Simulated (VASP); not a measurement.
# Mg3BiSb (P3m1) in VASP: notebook

Mg3BiSb is run at these levels: PBEsol; tasks: single point.

Everything below comes from runs of VASP 6.6.1. Logs are shortened: lines on timing, memory, paths and dates and some standing lists are left out, and cuts for length are marked.

### Step 1. The cell of the first run

The structure is trigonal, space group P3m1 (No. 156). Conventional cell: a = 4.741 Å, b = 4.741 Å, c = 7.481 Å, α = 90.00°, β = 90.00°, γ = 120.00°. Within 4.2 Å of Mg (site symmetry 3m) lie 3 Sb at 3.20 Å and 3 Bi at 3.21 Å and 6 Mg at 3.84 to 3.94 Å. Mg (site symmetry 3m) has 3 Sb at 2.93 Å and 1 Bi at 3.10 Å and 6 Mg at 3.36 to 3.84 Å within 3.9 Å. Within 3.9 Å of Mg (site symmetry 3m) lie 3 Bi at 2.97 Å and 1 Sb at 3.00 Å and 3 Mg at 3.36 Å. Sb (site symmetry 3m) has 7 Mg at 2.93 to 3.20 Å within 3.9 Å. Within 3.9 Å of Bi (site symmetry 3m) lie 7 Mg at 2.97 to 3.21 Å.

### Step 2. Single point, PBEsol

Contents of INCAR:

```
PREC = Accurate ; ENCUT = 520
EDIFF = 1E-6 ; ISMEAR = 1
SIGMA = 0.15 ; LREAL = False
LASPH = True ; NELM = 60
ALGO = Normal ; ISIF = 2
LWAVE = False ; LCHARG = False
GGA = PS ; NBANDS = 21
```

Contents of KPOINTS:

```
Automatic mesh
0
Gamma
  6 6 3
```

Contents of POSCAR:

```
Mg3BiSb
1.0
    4.7408181829      0.0000000000      0.0000000000
   -2.3704090915      4.1056720996      0.0000000000
    0.0000000000      0.0000000000      7.4810227609
Mg Sb Bi
3 1 1
Direct
    0.0000000000      0.0000000000      0.0044900000
    0.3333333333      0.6666666667      0.3649400000
    0.6666666667      0.3333333333      0.6258600000
    0.6666666667      0.3333333333      0.2250700000
    0.3333333333      0.6666666667      0.7796500000
```

Potentials or basis: VASP PAW PBE potentials, release 64 (Mg, Sb, Bi_d).

Command:

```
cat potpaw_PBE.64/Mg/POTCAR potpaw_PBE.64/Sb/POTCAR potpaw_PBE.64/Bi_d/POTCAR > POTCAR
mpirun -np 1 vasp_std > vasp.out
```

OUTCAR:

```text
PREC = Accurate
   ENCUT = 520
   EDIFF = 1E-6
   ISMEAR = 1
   LREAL = False
   LASPH = True
   NELM = 60
   ISIF = 2
   GGA = PS

 ion  position               nearest neighbor table
   1  0.000  0.000  0.004-   4 3.20   4 3.20   4 3.20   5 3.21   5 3.21   5 3.21
   2  0.333  0.667  0.365-   4 2.93   4 2.93   4 2.93   5 3.10   3 3.36   3 3.36   3 3.36
   3  0.667  0.333  0.626-   5 2.97   5 2.97   5 2.97   4 3.00   2 3.36   2 3.36   2 3.36
   4  0.667  0.333  0.225-   2 2.93   2 2.93   2 2.93   3 3.00   1 3.20   1 3.20   1 3.20
   5  0.333  0.667  0.780-   3 2.97   3 2.97   3 2.97   2 3.10   1 3.21   1 3.21   1 3.21

  LATTYP: Found a hexagonal cell.
 ALAT       =     4.7408181829
 C/A-ratio  =     1.5780024612

  Lattice vectors:

 A1 = (   4.7408181829,   0.0000000000,   0.0000000000)
 A2 = (  -2.3704090915,   4.1056720996,   0.0000000000)
 A3 = (   0.0000000000,   0.0000000000,   7.4810227609)

Analysis of symmetry for initial positions (statically):
=====================================================================
 Subroutine PRICEL returns:
 Original cell was already a primitive cell.

 Routine SETGRP: Setting up the symmetry group for a
 hexagonal supercell.

 Subroutine GETGRP returns: Found  6 space group operations
 (whereof  6 operations were pure point group operations)
 out of a pool of 24 trial point group operations.

The static configuration has the point symmetry C_3v.

Analysis of symmetry for dynamics (positions and initial velocities):
=====================================================================
 Subroutine PRICEL returns:
 Original cell was already a primitive cell.

 Routine SETGRP: Setting up the symmetry group for a
 hexagonal supercell.

 Subroutine GETGRP returns: Found  6 space group operations
 (whereof  6 operations were pure point group operations)
 out of a pool of 24 trial point group operations.

The dynamic configuration has the point symmetry C_3v.

 Subroutine INISYM returns: Found  6 space group operations
 (whereof  6 operations are pure point group operations),
 and found     1 'primitive' translations

----------------------------------------------------------------------------------------

                                     Primitive cell

  volume of cell :     145.6125

  direct lattice vectors                    reciprocal lattice vectors
     4.740818183  0.000000000  0.000000000     0.210934054  0.121782741  0.000000000
    -2.370409092  4.105672100  0.000000000     0.000000000  0.243565481  0.000000000
     0.000000000  0.000000000  7.481022761     0.000000000  0.000000000  0.133671562

  length of vectors
     4.740818183  4.740820884  7.481022761     0.243565620  0.243565481  0.133671562

  position of ions in fractional coordinates (direct lattice)
     0.000000000  0.000000000  0.004490000
     0.333333333  0.666666667  0.364940000
     0.666666667  0.333333333  0.625860000
     0.666666667  0.333333333  0.225070000
     0.333333333  0.666666667  0.779650000

  ion indices of the primitive-cell ions
   primitive index   ion index
                 1           1
                 2           2
                 3           3
                 4           4
                 5           5

----------------------------------------------------------------------------------------

 KPOINTS: Automatic mesh

Automatic generation of k-mesh.
 Grid dimensions read from file:
 generate k-points for:    6    6    3

 Generating k-lattice:

  Cartesian coordinates                     Fractional coordinates (reciprocal lattice)
     0.035155676  0.020297123  0.000000000     0.166666667  0.000000000  0.000000000
     0.000000000  0.040594247  0.000000000     0.000000000  0.166666667  0.000000000
     0.000000000  0.000000000  0.044557187     0.000000000  0.000000000  0.333333333

  Length of vectors
     0.040594270  0.040594247  0.044557187

  Shift w.r.t. Gamma in fractional coordinates (k-lattice)
     0.000000000  0.000000000  0.000000000

 Subroutine IBZKPT returns following result:
 ===========================================

 Found     17 irreducible k-points:

 Following reciprocal coordinates:
            Coordinates               Weight
  0.000000  0.000000  0.000000      1.000000
  0.166667  0.000000  0.000000      6.000000
  0.333333  0.000000  0.000000      6.000000
  0.500000  0.000000  0.000000      3.000000
  0.166667  0.166667  0.000000      6.000000
  0.333333  0.166667  0.000000     12.000000
[... 9 lines left out ...]
 -0.166667  0.500000  0.333333     12.000000
  0.333333  0.333333  0.333333      4.000000
   k-points           NKPTS =     17   k-points in BZ     NKDIM =     17   number of bands    NBANDS=     21
   number of dos      NEDOS =    301   number of ions     NIONS =      5
   total plane-waves  NPLWV =  72576
   dimension x,y,z NGX =    36 NGY =   36 NGZ =   56
   dimension x,y,z NGXF=    72 NGYF=   72 NGZF=  112
   ions per type =               3   1   1
   NGX,Y,Z   is equivalent  to a cutoff of  12.62, 12.62, 12.44 a.u.
   NGXF,Y,Z  is equivalent  to a cutoff of  25.25, 25.25, 24.89 a.u.
 SYSTEM =  unknown system
   PREC   = accura    normal or accurate (medium, high low for compatibility)
   ISTART =      0    job   : 0-new  1-cont  2-samecut
   ICHARG =      2    charge: 1-file 2-atom 10-const
   ISPIN  =      1    spin polarized calculation?
   LNONCOLLINEAR =      F non collinear calculations
   LSORBIT =      F    spin-orbit coupling
   LASPH  =      T    aspherical Exc in radial PAW
   ENCUT  =  520.0 eV  38.22 Ry    6.18 a.u.   8.81  8.81 13.91*2*pi/ulx,y,z
   NELM   =     60;   NELMIN=  2; NELMDL= -5     # of ELM steps
   EDIFF  = 0.1E-05   stopping-criterion for ELM
   LREAL  =      F    real-space projection
   EDIFFG = 0.1E-04   stopping-criterion for IOM
   NSW    =      0    number of steps for IOM
   IBRION =     -1    ionic relax: 0-MD 1-quasi-New 2-CG
   NFREE  =      0    steps in history (QN), initial steepest desc. (CG)
   ISIF   =      2    stress and relaxation
   ISYM   =      2    0-nonsym 1-usesym 2-fastsym
   POTIM  = 0.5000    time-step for ionic-motion
   TEBEG  =    0.0;   TEEND  =   0.0 temperature during run
   PSTRESS=    0.0 pullay stress
   NELECT =      26.0000    total number of electrons
   NUPDOWN=      -1.0000    fix difference up-down
[... 19 lines left out ...]
 Methfessel and Paxton  Order N= 1 SIGMA  =   0.15
  energy-cutoff  :      520.00
  volume of cell :      145.61
 maximum number of plane-waves:      3957
 NGX is ok and might be reduce to    36
   NGX = 17   NGY = 17   NGZ = 27

 number of electron      26.0000000 magnetization

 Free energy of the ion-electron system (eV)
  ---------------------------------------------------
  ext. energy  EPLUGINS =         0.00000000
  ---------------------------------------------------
  free energy    TOTEN  =       -15.39222591 eV

  energy without entropy =      -15.39487546  energy(sigma->0) =      -15.39310909

 E-fermi :   3.7380     XC(G=0):  -8.6774

 val. band max:        3.7271858492   @ k =   0.0000   0.0000   0.0000
 cond. band min:       3.8547580172   @ k =   0.3333   0.0000   0.3333
 fundamental gap:      0.1275721681
 Fermi energy:         3.7380498495

 k-point     1 :       0.0000    0.0000    0.0000
  band No.  band energies     occupation
      1     -18.1338      2.00000
      2     -18.1338      2.00000
      3     -18.1266      2.00000
      4     -18.1010      2.00000
      5     -18.1010      2.00000
      6      -7.0681      2.00000
[... 13 lines left out ...]
     20       7.7814      0.00000
     21       8.2272      0.00000

 k-point     2 :       0.1667    0.0000    0.0000
  band No.  band energies     occupation
      1     -18.1343      2.00000
      2     -18.1333      2.00000
      3     -18.1257      2.00000
      4     -18.1012      2.00000
      5     -18.1000      2.00000
      6      -6.9483      2.00000
[... 13 lines left out ...]
     20       7.7535      0.00000
     21       8.1482      0.00000

 k-point     3 :       0.3333    0.0000    0.0000
  band No.  band energies     occupation
      1     -18.1355      2.00000
      2     -18.1323      2.00000
      3     -18.1239      2.00000
      4     -18.1014      2.00000
      5     -18.0979      2.00000
      6      -6.6748      2.00000
[... 13 lines left out ...]
     20       8.9472      0.00000
     21       9.1151      0.00000

 k-point     4 :       0.5000    0.0000    0.0000
  band No.  band energies     occupation
      1     -18.1361      2.00000
      2     -18.1318      2.00000
      3     -18.1230      2.00000
      4     -18.1015      2.00000
      5     -18.0968      2.00000
      6      -6.5149      2.00000
[... 13 lines left out ...]
     20       9.3585      0.00000
     21       9.9119      0.00000

 k-point     5 :       0.1667    0.1667    0.0000
  band No.  band energies     occupation
      1     -18.1348      2.00000
      2     -18.1328      2.00000
      3     -18.1243      2.00000
      4     -18.1012      2.00000
      5     -18.0987      2.00000
      6      -6.7492      2.00000
[... 13 lines left out ...]
     20       8.5064      0.00000
     21       9.1197      0.00000

 k-point     6 :       0.3333    0.1667    0.0000
  band No.  band energies     occupation
      1     -18.1352      2.00000
      2     -18.1325      2.00000
      3     -18.1230      2.00000
      4     -18.1008      2.00000
      5     -18.0976      2.00000
      6      -6.5202      2.00000
[... 13 lines left out ...]
     20       9.0870      0.00000
     21       9.6702      0.00000

 k-point     7 :       0.3333    0.3333    0.0000
  band No.  band energies     occupation
      1     -18.1340      2.00000
      2     -18.1336      2.00000
      3     -18.1226      2.00000
      4     -18.0992      2.00000
      5     -18.0990      2.00000
      6      -6.4402      2.00000
[... 13 lines left out ...]
     20       9.0274      0.00000
     21       9.2690      0.00000
[... 123 lines left out ...]
      1     -18.1361      2.00000
      2     -18.1318      2.00000
      3     -18.1230      2.00000
      4     -18.1015      2.00000
      5     -18.0968      2.00000
      6      -6.5018      2.00000
[... 13 lines left out ...]
     20       9.6576      0.00000
     21      10.3922      0.00000

 k-point    14 :       0.1667    0.1667    0.3333
  band No.  band energies     occupation
      1     -18.1348      2.00000
      2     -18.1328      2.00000
      3     -18.1243      2.00000
      4     -18.1012      2.00000
      5     -18.0987      2.00000
      6      -6.7107      2.00000
[... 13 lines left out ...]
     20       8.1646      0.00000
     21       9.1035      0.00000

 k-point    15 :       0.3333    0.1667    0.3333
  band No.  band energies     occupation
      1     -18.1352      2.00000
      2     -18.1325      2.00000
      3     -18.1230      2.00000
      4     -18.1008      2.00000
      5     -18.0976      2.00000
      6      -6.5056      2.00000
[... 13 lines left out ...]
     20       8.9221      0.00000
     21       9.7397      0.00000

 k-point    16 :      -0.1667    0.5000    0.3333
  band No.  band energies     occupation
      1     -18.1352      2.00000
      2     -18.1325      2.00000
      3     -18.1230      2.00000
      4     -18.1008      2.00000
      5     -18.0976      2.00000
      6      -6.5054      2.00000
[... 13 lines left out ...]
     20       8.9019      0.00000
     21       9.4547      0.00000

 k-point    17 :       0.3333    0.3333    0.3333
  band No.  band energies     occupation
      1     -18.1340      2.00000
      2     -18.1336      2.00000
      3     -18.1226      2.00000
      4     -18.0992      2.00000
      5     -18.0990      2.00000
      6      -6.4341      2.00000
[... 13 lines left out ...]
     20       8.6083      0.00000
     21       9.4437      0.00000

------------------------ aborting loop because EDIFF is reached ----------------------------------------

  FORCE on cell =-STRESS in cart. coord.  units (eV):
  Direction    XX          YY          ZZ          XY          YZ          ZX
  --------------------------------------------------------------------------------------
  -------------------------------------------------------------------------------------
  Total       -3.0138789     -3.0138835     -2.9044476      0.0000000     -0.0000000      0.0000000
  in kB      -33.1617805    -33.1618309    -31.9577054      0.0000000     -0.0000000      0.0000000
  external PRESSURE =     -32.7604390 kB  Pullay stress =       0.0000000 kB

 VOLUME and BASIS-vectors are now :
 -----------------------------------------------------------------------------
  energy-cutoff  :      520.00
  volume of cell :      145.61
      direct lattice vectors                 reciprocal lattice vectors
     4.740818183  0.000000000  0.000000000     0.210934054  0.121782741  0.000000000
    -2.370409092  4.105672100  0.000000000     0.000000000  0.243565481  0.000000000
     0.000000000  0.000000000  7.481022761     0.000000000  0.000000000  0.133671562

 POSITION                                       TOTAL-FORCE (eV/Angst)
 -----------------------------------------------------------------------------------
      0.00000      0.00000      0.03359         0.000000      0.000000     -0.001906
     -0.00000      2.73711      2.73012        -0.000000      0.000000     -0.011538
      2.37041      1.36856      4.68207         0.000000     -0.000000      0.026981
      2.37041      1.36856      1.68375         0.000000      0.000000      0.111282
     -0.00000      2.73711      5.83258        -0.000000     -0.000000     -0.124818
 -----------------------------------------------------------------------------------
    total drift:                                0.000000      0.000009     -0.002052

  FREE ENERGIE OF THE ION-ELECTRON SYSTEM (eV)
  ---------------------------------------------------
  free  energy   TOTEN  =       -15.3922259063 eV

  energy  without entropy=      -15.3948754611  energy(sigma->0) =      -15.39310909
```

It took 31 s on 1 thread of Intel Xeon Platinum 8488C (Sapphire Rapids), shared host; peak memory 0.28 GiB.

What came out:

```yaml
Free_energy: -15.3922 eV
Pressure: -3.3 GPa
Largest_force: 0.125 eV/Å
Band_gap_on_the_k_mesh: 0.13 eV, indirect (least direct gap 0.25 eV)
```

Forces on the atoms (eV/Å):
```
Mg   0.000  0.000 -0.002
Mg   0.000  0.000 -0.012
Mg   0.000  0.000  0.027
Sb   0.000  0.000  0.111
Bi   0.000  0.000 -0.125
```

Caveat: the PAW data sets were made with another functional, which shifts forces and pressure a little; spin-orbit coupling is left out, which moves the levels of the heavy elements.

### Step 3. Single point, PBEsol

This run uses another cell than the first one, of 29.82 Å³/atom, 1.024 times its volume.

Contents of INCAR:

```
PREC = Accurate
ENCUT = 520
EDIFF = 1E-6
ISMEAR = 1
SIGMA = 0.15
LREAL = F
LASPH = T
NELM = 60
ALGO = Normal
ISIF = 2
LWAVE = F
LCHARG = F
GGA = PS
NBANDS = 21
```

KPOINTS is that of step 2.

Edit POSCAR of step 2 so:

```diff
@@ -2,5 +2,5 @@
 1.0
-    4.7408181829      0.0000000000      0.0000000000
-   -2.3704090915      4.1056720996      0.0000000000
-    0.0000000000      0.0000000000      7.4810227609
+    4.7781489970      0.0000000000      0.0000000000
+   -2.3890744985      4.1380015574      0.0000000000
+    0.0000000000      0.0000000000      7.5399308774
 Mg Sb Bi
```

Potentials or basis: VASP PAW PBE potentials, release 64 (Mg, Sb, Bi_d).

Command:

```
cat potpaw_PBE.64/Mg/POTCAR potpaw_PBE.64/Sb/POTCAR potpaw_PBE.64/Bi_d/POTCAR > POTCAR
mpirun -np 1 vasp_std > vasp.out
```

Run time: 35 s. Hardware: 1 thread of Intel Xeon Platinum 8488C (Sapphire Rapids), shared host; peak memory 0.28 GiB.

The run converged. Its results:

```yaml
Free_energy: -15.3147 eV
Pressure: -3.9 GPa
Largest_force: 0.158 eV/Å
Band_gap_on_the_k_mesh: 0.15 eV, indirect (least direct gap 0.25 eV)
```

Forces in eV/Å, atoms in the order of the input:
```
Mg   0.000  0.000 -0.005
Mg   0.000  0.000 -0.018
Mg   0.000  0.000  0.028
Sb   0.000  0.000  0.153
Bi   0.000  0.000 -0.158
```

Stress tensor (GPa, compression positive):
```
-3.97  0.00  0.00
 0.00 -3.97  0.00
 0.00  0.00 -3.85
```

Levels at points of the mesh, in eV from the valence-band top:
```csv
k point,band 9,band 10,band 11,band 12,band 13,band 14,band 15,band 16,band 17,band 18
"(0.00, 0.00, 0.00)",-0.84,-0.84,-0.10,-0.10,0.00,0.25,0.95,3.11,3.11,3.86
"(0.50, 0.00, 0.00)",-3.31,-2.79,-1.92,-1.84,-0.56,0.40,1.72,2.29,2.89,4.78
```

Caveat: the PAW data sets were made with another functional, which shifts forces and pressure a little; spin-orbit coupling is left out, which moves the levels of the heavy elements. A k mesh can miss the band edges.

### Step 4. Single point, PBEsol

This run uses another cell than the first one, of 30.51 Å³/atom, 1.048 times its volume.

Contents of INCAR:

```
PREC     = Accurate       # precision mode
ENCUT    = 520            # plane-wave cutoff, eV
EDIFF    = 1E-6           # SCF threshold, eV
ISMEAR   = 1              # smearing method
SIGMA    = 0.15           # smearing width, eV
LREAL    = False          # projectors in reciprocal space
LASPH    = True           # aspherical terms in the spheres
NELM     = 100            # most SCF steps
ALGO     = Normal         # electronic algorithm
ISIF     = 2              # what is computed and relaxed
LWAVE    = False          # write WAVECAR
LCHARG   = False          # write CHGCAR
GGA      = PS             # functional
NBANDS   = 21             # bands
```

Contents of KPOINTS:

```
regular mesh
0
Gamma
  6 6 3
```

Edit POSCAR of step 3 so:

```diff
@@ -2,5 +2,5 @@
 1.0
-    4.7781489970      0.0000000000      0.0000000000
-   -2.3890744985      4.1380015574      0.0000000000
-    0.0000000000      0.0000000000      7.5399308774
+    4.8149054337      0.0000000000      0.0000000000
+   -2.4074527169      4.1698335896      0.0000000000
+    0.0000000000      0.0000000000      7.5979326250
 Mg Sb Bi
```

Command:

```
cat potpaw_PBE.64/Mg/POTCAR potpaw_PBE.64/Sb/POTCAR potpaw_PBE.64/Bi_d/POTCAR > POTCAR
mpirun -np 1 vasp_std > vasp.out
```

Run time: 36 s. Hardware: 1 thread of Intel Xeon Platinum 8488C (Sapphire Rapids), shared host; peak memory 0.29 GiB.

The run converged. Its results:

* Free energy: -15.2241 eV
* Pressure: -4.5 GPa
* Largest force: 0.192 eV/Å
* Band gap on the k mesh: 0.18 eV, indirect (least direct gap 0.26 eV)

Forces in eV/Å, atoms in the order of the input:
```
Mg   0.000  0.000 -0.008
Mg   0.000  0.000 -0.023
Mg   0.000  0.000  0.030
Sb   0.000  0.000  0.192
Bi   0.000  0.000 -0.190
```

Stress tensor (GPa, compression positive):
```
-4.52  0.00  0.00
 0.00 -4.52  0.00
 0.00  0.00 -4.41
```

Levels at points of the mesh, in eV from the valence-band top:
```
           k point  band 10  band 11  band 12  band 13  band 14  band 15  band 16  band 17
(0.00, 0.00, 0.00)    -0.75    -0.03    -0.03     0.00     0.26     0.97     3.15     3.15
(0.50, 0.00, 0.00)    -2.66    -1.81    -1.74    -0.48     0.45     1.74     2.35     2.94
```

Caveat: the PAW data sets were made with another functional, which shifts forces and pressure a little; spin-orbit coupling is left out, which moves the levels of the heavy elements. A k mesh can miss the band edges.

### Step 5. The runs side by side

```tsv
cell	gap on the mesh (eV)	pressure (GPa)	largest force (eV/Å)
a = 4.741, b = 4.741, c = 7.481 Å, angles 90.0, 90.0, 120.0°, 5 atoms	0.13	-3.3	0.12
a = 4.778, b = 4.778, c = 7.540 Å, angles 90.0, 90.0, 120.0°, 5 atoms	0.15	-3.9	0.16
a = 4.815, b = 4.815, c = 7.598 Å, angles 90.0, 90.0, 120.0°, 5 atoms	0.18	-4.5	0.19
```

Alike in all rows: task single point; level PBEsol; potentials or basis VASP PAW PBE potentials, release 64 (Mg, Sb, Bi_d); no spin polarisation; k mesh 6 × 6 × 3; cutoff (eV) 520; smearing methfessel-paxton 0.15 eV.

Caveats: the PAW data sets were made with another functional, which shifts forces and pressure a little; spin-orbit coupling is left out, which moves the levels of the heavy elements.

Absolute energies hang on the potentials; compare differences alone.
